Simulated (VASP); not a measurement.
Wanted: the native input for a VASP 6.6.1 run.

- Task: single point
- Functional: PBEsol
- Potentials or basis: VASP PAW PBE potentials, release 64 (Hf_pv, Si, O)
- Cutoff: 520 eV
- k mesh: 6 × 6 × 6
- Occupations: fermi-dirac, width 0.02 eV
- Spin: no spin polarisation
- Dipole correction: no
- Further INCAR settings: ALGO = Normal; EDIFF = 1e-06; NBANDS = 50

The structure of HfSiO4 lies in POSCAR:

```
HfSiO4
1.0
   -3.2910992814      3.2910992814      2.9830502976
    3.2910992814     -3.2910992814      2.9830502976
    3.2910992814      3.2910992814     -2.9830502976
Hf Si O
2 2 8
Direct
    0.7500000000      0.2500000000      0.5000000000
    0.0000000000      0.0000000000      0.0000000000
    0.2500000000      0.7500000000      0.5000000000
    0.5000000000      0.5000000000      0.0000000000
    0.1333343559      0.3181252290      0.8152091269
    0.0681252290      0.7529161020      0.6847908731
    0.5029161020      0.3181252290      0.1847908731
    0.0681252290      0.3833343559      0.3152091269
    0.6166656441      0.9318747710      0.6847908731
    0.6818747710      0.8666656441      0.1847908731
    0.2470838980      0.9318747710      0.3152091269
    0.6818747710      0.4970838980      0.8152091269
```

The input as run:

INCAR

```
PREC     = Accurate       # precision mode
ENCUT    = 520            # plane-wave cutoff, eV
EDIFF    = 1E-6           # SCF threshold, eV
ISMEAR   = -1             # smearing method
SIGMA    = 0.02           # smearing width, eV
LREAL    = False          # projectors in reciprocal space
LASPH    = True           # aspherical terms in the spheres
NELM     = 80             # most SCF steps
ALGO     = Normal         # electronic algorithm
ISIF     = 2              # what is computed and relaxed
LWAVE    = False          # write WAVECAR
LCHARG   = True           # write CHGCAR
GGA      = PS             # functional
LELF     = True           # ELF
LVHAR    = True         
NBANDS   = 50             # bands
```

KPOINTS

```
Automatic mesh
0
Gamma
  6 6 6
```

Potentials or basis: VASP PAW PBE potentials, release 64 (Hf_pv, Si, O).

Command:

```bash
$ cat potpaw_PBE.64/Hf_pv/POTCAR potpaw_PBE.64/Si/POTCAR potpaw_PBE.64/O/POTCAR > POTCAR
$ mpirun -np 1 vasp_std > vasp.out
```

Results of the run:

* Pressure: -1.3 GPa
* Largest force: 0.229 eV/Å
* Band gap on the k mesh: 5.34 eV (least direct gap 5.69 eV)

Caveat: the PAW data sets were made with another functional, which shifts forces and pressure a little; spin-orbit coupling is left out, which moves the levels of the heavy elements.

It took 2 min on 1 thread of AMD EPYC 9R45 96-Core Processor (Zen 5), on a shared host, peak memory 0.31 GiB.
